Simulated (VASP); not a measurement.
# CdTe: vibrations by perturbation theory with PBEsol

Crystal: CdTe.

```xyz
2
Lattice="3.3055 3.3055 0.0000 -3.3055 3.3055 0.0000 0.0000 3.3055 3.3055" Properties=species:S:1:pos:R:3 pbc="T T T"
Cd    0.0000    0.0000    0.0000
Te    1.6527    4.9582    1.6527
```

- Program: VASP 6.6.1
- Task: vibrations by perturbation theory
- Functional: PBEsol
- Potentials or basis: VASP PAW PBE potentials, release 64 (Cd, Te)
- Cutoff: 520 eV
- k mesh: 6 × 6 × 6
- Occupations: gaussian, width 0.01 eV
- Spin: no spin polarisation
- Dipole correction: no
- Further INCAR settings: ALGO = Normal; EDIFF = 1e-08; NBANDS = 16; IBRION = 8; NSW = 1

```json
{"Highest phonon frequency at Γ, LO-TO splitting left out": "129 cm⁻¹"}
```

Phonon frequencies in cm⁻¹ (negative: imaginary):
| q point | frequencies |
| --- | --- |
| (0.000, 0.000, 0.000) | 0 0 0 129 129 129 |

It took 90 s on 1 thread of Intel(R) Xeon(R) 6975P-C (Granite Rapids) (shared host), peak memory 0.33 GiB.

Caveat: the cell wasn't relaxed at this level first, which shifts response properties.
